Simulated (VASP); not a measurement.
Input of a VASP 6.6.1 run:

Contents of INCAR:

```
SYSTEM = I
PREC = Accurate ; ENCUT = 520
EDIFF = 1E-6 ; ISMEAR = -1
SIGMA = 0.08 ; LREAL = .False.
LASPH = .True. ; NELM = 60
ALGO = Normal ; ISIF = 2
LWAVE = .False. ; LCHARG = .False.
GGA = PE ; NBANDS = 10
```

Contents of KPOINTS:

```
Automatic mesh
0
Gamma
  12 12 12
  0 0 0
```

File POSCAR:

```
I
1.0
    3.9578250752      0.0000000000      0.0000000000
   -1.9789125376      3.4275770588      0.0000000000
    0.0000000000      0.0000000000      2.9006830698
I
1
Direct
    0.0000000000      0.0000000000      0.0000000000
```

Potentials or basis: VASP PAW PBE potentials, release 64 (I).

Command:

```sh
$ cat potpaw_PBE.64/I/POTCAR > POTCAR
$ mpirun -np 1 vasp_std > vasp.out
```

Question: What does it give for the pressure?

Answer: 2.7 GPa.

Stress tensor (GPa, compression positive):
```
2.77 0.00 0.00
0.00 2.77 0.00
0.00 0.00 2.53
```

Caveat: an odd number of electrons without spin polarisation forces a metal; a magnetic or distorted state may lie lower.
